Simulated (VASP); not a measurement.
# TaN (P6_3/mmc) in VASP: relaxation of cell and atoms with r2SCAN

Aim: the relaxation of cell and atoms of TaN with r2SCAN.

Everything below comes from runs of VASP 6.6.1. Logs are shortened: lines on timing, memory, paths and dates and some standing lists are left out, and cuts for length are marked.

### 1 The cell of the first run

Symmetry: P6_3/mmc, No. 194, hexagonal system. Conventional cell: a = 2.902 Å, b = 2.902 Å, c = 5.887 Å, α = 90.00°, β = 90.00°, γ = 120.00°. Within 3.0 Å of Ta (site symmetry -3m) lie 6 N at 2.23 Å and 8 Ta at 2.90 to 2.94 Å. Within 3.0 Å of N (site symmetry -6m2) lie 6 Ta at 2.23 Å and 6 N at 2.90 Å.

### 2 Relaxation of cell and atoms, r2SCAN

Contents of POSCAR:

```
TaN
1.0
    2.9022020871      0.0000000000      0.0000000000
   -1.4511010436      2.5133807344      0.0000000000
    0.0000000000      0.0000000000      5.8868825578
Ta N
2 2
Direct
    0.0000000000      0.0000000000      0.0000000000
    0.0000000000      0.0000000000      0.5000000000
    0.3333333333      0.6666666667      0.2500000000
    0.6666666667      0.3333333333      0.7500000000
```

Contents of INCAR.step1:

```
PREC = Accurate
ENCUT = 600
ISMEAR = 0
SIGMA = 0.1
LREAL = F
LASPH = T
NELM = 60
GGA = PE
ALGO = Normal
EDIFF = 1E-4
LWAVE = T
LCHARG = F
KPAR = 2
```

Contents of INCAR.step2:

```
PREC = Accurate
ENCUT = 600
EDIFF = 1E-6
ISMEAR = 0
SIGMA = 0.1
LREAL = F
LASPH = T
NELM = 60
ALGO = Normal
ISIF = 3
LWAVE = F
LCHARG = F
METAGGA = R2SCAN
LMIXTAU = T
IBRION = 2
NSW = 100
EDIFFG = -0.005
ISTART = 1
KPAR = 2
```

Contents of KPOINTS:

```
Automatic mesh
0
Gamma
  18 18 8
```

Potentials or basis: VASP PAW PBE potentials, release 64 (Ta_pv, N).

Started as:

```
$ cat potpaw_PBE.64/Ta_pv/POTCAR potpaw_PBE.64/N/POTCAR > POTCAR
$ cp INCAR.step1 INCAR
$ mpirun -np 2 vasp_std > vasp.out
$ cp INCAR.step2 INCAR
$ mpirun -np 2 vasp_std > vasp.out
```

OUTCAR:

```text
PREC = Accurate
   ENCUT = 600
   EDIFF = 1E-6
   ISMEAR = 0
   LREAL = F
   LASPH = T
   NELM = 60
   ISIF = 3
   METAGGA = R2SCAN
   IBRION = 2
   NSW = 100
   EDIFFG = -0.005
   ISTART = 1

 ion  position               nearest neighbor table
   1  0.000  0.000  0.000-   3 2.23   4 2.23   4 2.23   3 2.23   4 2.23   3 2.23   2 2.94   2 2.94

   2  0.000  0.000  0.500-   3 2.23   4 2.23   4 2.23   3 2.23   4 2.23   3 2.23   1 2.94   1 2.94

   3  0.333  0.667  0.250-   1 2.23   2 2.23   1 2.23   2 2.23   1 2.23   2 2.23
   4  0.667  0.333  0.750-   1 2.23   2 2.23   1 2.23   2 2.23   1 2.23   2 2.23

  LATTYP: Found a hexagonal cell.
 ALAT       =     2.9022020871
 C/A-ratio  =     2.0284192421

  Lattice vectors:

 A1 = (   2.9022020871,   0.0000000000,   0.0000000000)
 A2 = (  -1.4511010436,   2.5133807344,   0.0000000000)
 A3 = (   0.0000000000,   0.0000000000,   5.8868825578)

Analysis of symmetry for initial positions (statically):
=====================================================================
 Subroutine PRICEL returns:
 Original cell was already a primitive cell.

 Routine SETGRP: Setting up the symmetry group for a
 hexagonal supercell.

 Subroutine GETGRP returns: Found 24 space group operations
 (whereof 12 operations were pure point group operations)
 out of a pool of 24 trial point group operations.

The static configuration has the point symmetry D_3d.
 The point group associated with its full space group is D_6h.

Analysis of symmetry for dynamics (positions and initial velocities):
=====================================================================
 Subroutine PRICEL returns:
 Original cell was already a primitive cell.

 Routine SETGRP: Setting up the symmetry group for a
 hexagonal supercell.

 Subroutine GETGRP returns: Found 24 space group operations
 (whereof 12 operations were pure point group operations)
 out of a pool of 24 trial point group operations.

The dynamic configuration has the point symmetry D_3d.
 The point group associated with its full space group is D_6h.

 Subroutine INISYM returns: Found 24 space group operations
 (whereof 12 operations are pure point group operations),
 and found     1 'primitive' translations

----------------------------------------------------------------------------------------

                                     Primitive cell

  volume of cell :      42.9409

  direct lattice vectors                    reciprocal lattice vectors
     2.902202087  0.000000000  0.000000000     0.344565943  0.198935240  0.000000000
    -1.451101044  2.513380734  0.000000000     0.000000000  0.397870480  0.000000000
     0.000000000  0.000000000  5.886882558     0.000000000  0.000000000  0.169869195

  length of vectors
     2.902202087  2.902202087  5.886882558     0.397870480  0.397870480  0.169869195

  position of ions in fractional coordinates (direct lattice)
     0.000000000  0.000000000  0.000000000
     0.000000000  0.000000000  0.500000000
     0.333333333  0.666666667  0.250000000
     0.666666667  0.333333333  0.750000000

  ion indices of the primitive-cell ions
   primitive index   ion index
                 1           1
                 2           2
                 3           3
                 4           4

----------------------------------------------------------------------------------------

 KPOINTS: Automatic mesh

Automatic generation of k-mesh.
 Grid dimensions read from file:
 generate k-points for:   18   18    8

 Generating k-lattice:

  Cartesian coordinates                     Fractional coordinates (reciprocal lattice)
     0.019142552  0.011051958  0.000000000     0.055555556  0.000000000  0.000000000
     0.000000000  0.022103916  0.000000000     0.000000000  0.055555556  0.000000000
     0.000000000  0.000000000  0.021233649     0.000000000  0.000000000  0.125000000

  Length of vectors
     0.022103916  0.022103916  0.021233649

  Shift w.r.t. Gamma in fractional coordinates (k-lattice)
     0.000000000  0.000000000  0.000000000

 Subroutine IBZKPT returns following result:
 ===========================================

 Found    185 irreducible k-points:

 Following reciprocal coordinates:
            Coordinates               Weight
  0.000000  0.000000  0.000000      1.000000
  0.055556  0.000000  0.000000      6.000000
  0.111111  0.000000  0.000000      6.000000
  0.166667  0.000000  0.000000      6.000000
  0.222222  0.000000  0.000000      6.000000
  0.277778  0.000000  0.000000      6.000000
[... 16 lines left out ...]
  0.333333  0.111111  0.000000     12.000000
  0.388889  0.111111  0.000000     12.000000
 [... further k-points ...]
   k-points           NKPTS =    185   k-points in BZ     NKDIM =    185   number of bands    NBANDS=     20
   number of dos      NEDOS =    301   number of ions     NIONS =      4
   total plane-waves  NPLWV =  27648
   dimension x,y,z NGX =    24 NGY =   24 NGZ =   48
   dimension x,y,z NGXF=    48 NGYF=   48 NGZF=   96
   ions per type =               2   2
   NGX,Y,Z   is equivalent  to a cutoff of  13.75, 13.75, 13.56 a.u.
   NGXF,Y,Z  is equivalent  to a cutoff of  27.50, 27.50, 27.11 a.u.
 SYSTEM =  unknown system
   PREC   = accura    normal or accurate (medium, high low for compatibility)
   ISTART =      1    job   : 0-new  1-cont  2-samecut
   ICHARG =      0    charge: 1-file 2-atom 10-const
   ISPIN  =      1    spin polarized calculation?
   LNONCOLLINEAR =      F non collinear calculations
   LSORBIT =      F    spin-orbit coupling
   LASPH  =      T    aspherical Exc in radial PAW
   ENCUT  =  600.0 eV  44.10 Ry    6.64 a.u.   5.80  5.80 11.76*2*pi/ulx,y,z
   NELM   =     60;   NELMIN=  2; NELMDL=  0     # of ELM steps
   EDIFF  = 0.1E-05   stopping-criterion for ELM
   LREAL  =      F    real-space projection
   EDIFFG = -.5E-02   stopping-criterion for IOM
   NSW    =    100    number of steps for IOM
   IBRION =      2    ionic relax: 0-MD 1-quasi-New 2-CG
   NFREE  =      1    steps in history (QN), initial steepest desc. (CG)
   ISIF   =      3    stress and relaxation
   ISYM   =      2    0-nonsym 1-usesym 2-fastsym
   POTIM  = 0.5000    time-step for ionic-motion
   TEBEG  =    0.0;   TEEND  =   0.0 temperature during run
   PSTRESS=    0.0 pullay stress
   NELECT =      32.0000    total number of electrons
   NUPDOWN=      -1.0000    fix difference up-down
   EMIN   =  10.00;   EMAX   =-10.00  energy-range for DOS
   EFERMI =   0.00;   METHOD = LEGACY
   ISMEAR =     0;   SIGMA  =   0.10  broadening in eV -4-tet -1-fermi 0-gaus
   EFERMI_NEDOS =   21; number of points for ismear=-14 and -15
   IALGO  =     38    algorithm
   IMIX   =      4    mixing-type and parameters
     AMIX     =   0.40;   BMIX     =  1.00
     AMIX_MAG =   1.60;   BMIX_MAG =  1.00
  volume/ion in A,a.u.               =      10.74        72.44
  Fermi-wavevector in a.u.,A,eV,Ry     =   1.484229  2.804787 29.972780  2.202937
  Thomas-Fermi vector in A             =   2.597792
   LORBIT       =      0    0 simple, 1 ext, 2 COOP (PROOUT), +10 PAW based schemes
   METAGGA = R2SCAN    functional components
   LHFCALC =     F    Hartree Fock is set to
   AEXX    =    0.0000 exact exchange contribution
   IVDW    =     0    specifies the selected vdW correction
   LEPSILON=     F    determine dielectric tensor
   LRPA    =     F    only Hartree local field effects (RPA)
 conjugate gradient relaxation of ions
 non-spin polarized calculation
 Gauss-broadening in eV      SIGMA  =   0.10
  energy-cutoff  :      600.00
  volume of cell :       42.94
 maximum number of plane-waves:      1448
 NGX is ok and might be reduce to    24
   NGX = 11   NGY = 11   NGZ = 23

--------------------------------------- Ionic step        1  -------------------------------------------

 number of electron      32.0000001 magnetization

 Free energy of the ion-electron system (eV)
  ---------------------------------------------------
  ext. energy  EPLUGINS =         0.00000000
  ---------------------------------------------------
  free energy    TOTEN  =      -119.69726969 eV

  energy without entropy =     -119.69191625  energy(sigma->0) =     -119.69459297

------------------------ aborting loop because EDIFF is reached ----------------------------------------

  FORCE on cell =-STRESS in cart. coord.  units (eV):
  Direction    XX          YY          ZZ          XY          YZ          ZX
  --------------------------------------------------------------------------------------
  -------------------------------------------------------------------------------------
  Total        0.4512750      0.4512750      0.7053051     -0.0000000      0.0000000     -0.0000000
  in kB       16.8376146     16.8376146     26.3157828     -0.0000000      0.0000000     -0.0000000
  external PRESSURE =      19.9970040 kB  Pullay stress =       0.0000000 kB
[... 61 lines left out ...]
  energy  without entropy=     -119.6842075390  energy(sigma->0) =     -119.68689739

--------------------------------------- Ionic step        3  -------------------------------------------

 number of electron      32.0000002 magnetization

 Free energy of the ion-electron system (eV)
  ---------------------------------------------------
  ext. energy  EPLUGINS =         0.00000000
  ---------------------------------------------------
  free energy    TOTEN  =      -119.69884081 eV

  energy without entropy =     -119.69348121  energy(sigma->0) =     -119.69616101

 E-fermi :   8.2134     XC(G=0): -14.3659

 val. band max:        8.2073734071   @ k =   0.2222   0.1667   0.3750
 cond. band min:       8.2141508250   @ k =   0.1667   0.1111   0.5000
 fundamental gap:      0.0067774178
 Fermi energy:         8.2134332719

 k-point     1 :       0.0000    0.0000    0.0000
  band No.  band energies     occupation
      1     -28.7171      2.00000
      2     -27.9270      2.00000
      3     -27.6525      2.00000
      4     -27.6525      2.00000
      5     -27.5888      2.00000
      6     -27.5888      2.00000
[... 12 lines left out ...]
     19       8.8529      0.00000
[... 513 lines left out ...]
      4     -27.9960      2.00000
      5     -27.9094      2.00000
      6     -27.7585      2.00000
[... 12 lines left out ...]
     19      12.7505      0.00000
     20      13.1079      0.00000

 [... further k-points ...]

------------------------ aborting loop because EDIFF is reached ----------------------------------------

  FORCE on cell =-STRESS in cart. coord.  units (eV):
  Direction    XX          YY          ZZ          XY          YZ          ZX
  --------------------------------------------------------------------------------------
  -------------------------------------------------------------------------------------
  Total       -0.0131470     -0.0131470      0.0129792      0.0000000      0.0000000      0.0000000
  in kB       -0.4877749     -0.4877749      0.4815466      0.0000000      0.0000000      0.0000000
  external PRESSURE =      -0.1646678 kB  Pullay stress =       0.0000000 kB
[... 19 lines left out ...]
  FREE ENERGIE OF THE ION-ELECTRON SYSTEM (eV)
  ---------------------------------------------------
  free  energy   TOTEN  =      -119.6988408112 eV

  energy  without entropy=     -119.6934812105  energy(sigma->0) =     -119.69616101

 reached required accuracy - stopping structural energy minimisation
```

Wall time 6.4 min (2 MPI ranks of Intel Xeon 6975P-C (Granite Rapids), shared host); peak memory 0.33 GiB.

Results:

```
Free energy                           : -119.6988 eV
Relaxed volume                        : 10.80 Å³/atom
Relaxed cell                          : a = 2.907 Å, b = 2.907 Å, c = 5.901 Å, α = 90.00°, β = 90.00°, γ = 120.00°
Space group after relaxing (to 0.1 Å) : P6_3/mmc (No. 194)
Energy gained by relaxing             : 0.4 meV/atom
Ionic steps                           : 3
Pressure after relaxing               : 0.0 GPa
Band gap on the k mesh                : zero (bands 16 and 17 overlap by 1.03 eV)
```

Step by step:
| step | energy change (eV) | largest force (eV/Å) | pressure (GPa) | volume (Å³) |
| --- | --- | --- | --- | --- |
| 1 | 0.0000 | 0.0000 | 2.00 | 42.94 |
| 2 | 0.0077 | 0.0000 | -4.71 | 43.78 |
| 3 | -0.0016 | 0.0000 | -0.02 | 43.18 |

Final structure:
```
CELL_PARAMETERS angstrom
2.90680 0.00000 0.00000
-1.45340 2.51736 0.00000
0.00000 0.00000 5.90145
ATOMIC_POSITIONS crystal
Ta 0.00000 0.00000 0.00000
Ta 0.00000 0.00000 0.50000
N 0.33333 0.66667 0.25000
N 0.66667 0.33333 0.75000
```

Levels at points of the mesh, in eV from the Fermi level:
```
           k point  band 12  band 13  band 14  band 15  band 16  band 17  band 18  band 19  band 20
(0.00, 0.00, 0.00)    -4.53    -3.75    -2.18    -2.18    -0.21    -0.21     0.64     0.64     2.40
(0.50, 0.00, 0.00)    -5.69    -4.44    -3.87    -3.03    -2.25     3.04     4.22     5.04     5.49
(0.00, 0.00, 0.50)    -4.10    -4.10    -4.10    -0.70    -0.70     1.05     1.05     1.05     1.05
(0.50, 0.00, 0.50)    -6.23    -4.61    -4.61    -2.34    -2.34     4.11     4.11     4.98     4.98
```

Caveat: the PAW data sets were made with another functional, which shifts forces and pressure a little; spin-orbit coupling is left out, which moves the levels of the heavy elements.
